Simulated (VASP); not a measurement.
Here is a VASP 6.6.1 calculation.

The input INCAR:

```
  PREC = Accurate
  ENCUT = 520
  EDIFF = 1E-7
  ISMEAR = -1
  SIGMA = 0.02
  LREAL = False
  LASPH = True
  NELM = 60
  ALGO = Normal
  ISIF = 2
  LWAVE = False
  LCHARG = False
  GGA = PE
  NBANDS = 15
```

The input KPOINTS:

```
Automatic mesh
0
Gamma
  8 8 8
```

File POSCAR:

```
CaO
1.0
    0.0000000000      2.7110010085      2.7110010085
    2.7110010085      0.0000000000      2.7110010085
    2.7110010085      2.7110010085      0.0000000000
Ca O
1 1
Direct
    0.0000000000      0.0000000000      0.0000000000
    0.2500000000      0.2500000000      0.2500000000
```

Potentials or basis: VASP PAW PBE potentials, release 64 (Ca_sv, O).

The run is started by

```bash
$ cat potpaw_PBE.64/Ca_sv/POTCAR potpaw_PBE.64/O/POTCAR > POTCAR
$ mpirun -np 1 vasp_std > vasp.out
```

Problem. Predict the band gap on the k mesh.

Solution. 2.93 eV (least direct gap 3.37 eV).

Problem. Estimate the pressure.

Solution. -5.9 GPa.

Caveat: the cell differs from its parent crystal (strain +4.0%); the cell stands under tension. A k mesh can miss the band edges.
